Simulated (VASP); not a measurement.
Wanted: the native input for a VASP 6.6.1 run.

* Task: single point
* Functional: PBE
* Potentials or basis: VASP PAW PBE potentials, release 64 (In_d, Se)
* Cutoff: 520 eV
* k mesh: 1 × 1 × 1
* Occupations: gaussian, width 0.1 eV
* Spin: no spin polarisation
* Dipole correction: no
* Further INCAR settings: ALGO = Normal; EDIFF = 1e-06; NBANDS = 34

The structure of InSe2 lies in POSCAR:

```
InSe2
1.0
    3.8948930000      0.0000000000      0.0000000000
    0.0000000000      3.8948930000      0.0000000000
    0.0000000000      0.0000000000      9.6262310000
In Se
2 4
Direct
    0.0000000000      0.5000000000      0.7064680000
    0.5000000000      0.0000000000      0.2935320000
    0.0000000000      0.5000000000      0.3662120000
    0.5000000000      0.0000000000      0.6337880000
    0.0000000000      0.0000000000      0.0000000000
    0.5000000000      0.5000000000      0.0000000000
```

These files were run (other wordings do the same):

INCAR

```
PREC = Accurate
ENCUT = 520
EDIFF = 1E-6
ISMEAR = 0
SIGMA = 0.1
LREAL = False
LASPH = True
NELM = 60
ALGO = Normal
ISIF = 2
LWAVE = False
LCHARG = False
GGA = PE
NBANDS = 34
```

KPOINTS

```
Automatic mesh
0
Gamma
  1 1 1
```

Potentials or basis: VASP PAW PBE potentials, release 64 (In_d, Se).

The run is started by

```bash
$ cat potpaw_PBE.64/In_d/POTCAR potpaw_PBE.64/Se/POTCAR > POTCAR
$ mpirun -np 1 vasp_gam > vasp.out
```

Results of the run:

```yaml
Pressure: 15.8 GPa
Largest_force: 2.793 eV/Å
```

Caveat: the k points lie up to 1.61 Å⁻¹ apart; forces of over 1 eV/Å act on the atoms, so gaps and moduli don't describe the material at rest.

Run time: 42 s on 1 thread of Intel Xeon 8259CL, with other jobs on the host, peak memory 0.22 GiB.
